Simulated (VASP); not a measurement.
Write the native input for VASP 6.6.1 that does the following.

| Item | Value |
| --- | --- |
| Task | single point |
| Functional | PBEsol |
| Potentials or basis | VASP PAW PBE potentials, release 64 (Cd_sv_GW, F) |
| Cutoff | 700 eV |
| k mesh | 8 × 8 × 8 |
| Occupations | gaussian, width 0.05 eV |
| Spin | no spin polarisation |
| Dipole correction | no |
| Further INCAR settings | ALGO = Normal; EDIFF = 1e-06; NBANDS = 24 |

The structure of CdF2 lies in POSCAR:

```
CdF2
1.0
    0.0000000000      2.7275389608      2.5175184609
    2.7275389608      0.0000000000      2.5175184609
    2.7275389608      2.7275389608      0.0000000000
Cd F
1 2
Direct
    0.0000000000      0.0000000000      0.0000000000
    0.2500000000      0.2500000000      0.2500000000
    0.7500000000      0.7500000000      0.7500000000
```

The input as run:

INCAR

```
SYSTEM = CdF2
PREC = Accurate
ENCUT = 700
EDIFF = 1E-6
ISMEAR = 0
SIGMA = 0.05
LREAL = .False.
LASPH = .True.
NELM = 120
ALGO = Normal
ISIF = 2
LWAVE = .False.
LCHARG = .True.
GGA = PS
LELF = .True.
LVHAR = .True.
NBANDS = 24
GGA_COMPAT = .False.
```

KPOINTS

```
regular mesh
0
Gamma
  8 8 8
  0 0 0
```

Potentials or basis: VASP PAW PBE potentials, release 64 (Cd_sv_GW, F).

The run is started by

```console
$ cat potpaw_PBE.64/Cd_sv_GW/POTCAR potpaw_PBE.64/F/POTCAR > POTCAR
$ mpirun -np 1 vasp_std > vasp.out
```

It gave:

```json
{
 "Pressure": "4.4 GPa",
 "Band gap on the k mesh": "2.87 eV (least direct gap 3.37 eV)"
}
```

Caveat: the stress differs along the axes, from 1 to 11 GPa; the PAW data sets were made with another functional, which shifts forces and pressure a little.

Run time: 34 s on 1 thread of Intel(R) Xeon(R) 6975P-C (Granite Rapids), on a shared host, peak memory 0.25 GiB.
